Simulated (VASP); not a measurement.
A run of VASP 6.6.1:

File POSCAR:

```
SrCa
1.0
    4.1899812841      0.0000000000      0.0000000000
   -2.0949906421      3.6286302334      0.0000000000
    0.0000000000      0.0000000000      6.3763474861
Sr Ca
1 1
Direct
    0.6666666818      0.3333333182      0.5000000000
   -0.0000000151      0.0000000151      0.0000000000
```

The input INCAR.step1:

```
PREC = Accurate
ENCUT = 520
ISMEAR = 0
SIGMA = 0.1
LREAL = F
LASPH = T
NELM = 80
NBANDS = 17
GGA = PE
ALGO = Normal
EDIFF = 1E-4
LWAVE = T
LCHARG = F
```

The input INCAR.step2:

```
PREC = Accurate
ENCUT = 520
EDIFF = 1E-6
ISMEAR = 0
SIGMA = 0.1
LREAL = F
LASPH = T
NELM = 80
ALGO = Normal
ISIF = 2
LWAVE = F
LCHARG = F
METAGGA = R2SCAN
LMIXTAU = T
NBANDS = 17
ISTART = 1
```

Contents of KPOINTS:

```
Automatic mesh
0
Gamma
  12 12 6
```

Potentials or basis: VASP PAW PBE potentials, release 64 (Sr_sv, Ca_sv).

The run is started by

```sh
$ cat potpaw_PBE.64/Sr_sv/POTCAR potpaw_PBE.64/Ca_sv/POTCAR > POTCAR
$ cp INCAR.step1 INCAR
$ mpirun -np 1 vasp_std > vasp.out
$ cp INCAR.step2 INCAR
$ mpirun -np 1 vasp_std > vasp.out
```

Hardware: 1 thread of Intel(R) Xeon(R) 6975P-C (Granite Rapids) (shared host).

**Question.** How long does it take, and how much memory?

**Answer.** It took 2.6 min on 1 thread of Intel(R) Xeon(R) 6975P-C (Granite Rapids), on a shared host, peak memory 0.33 GiB. Counts: k points 76.
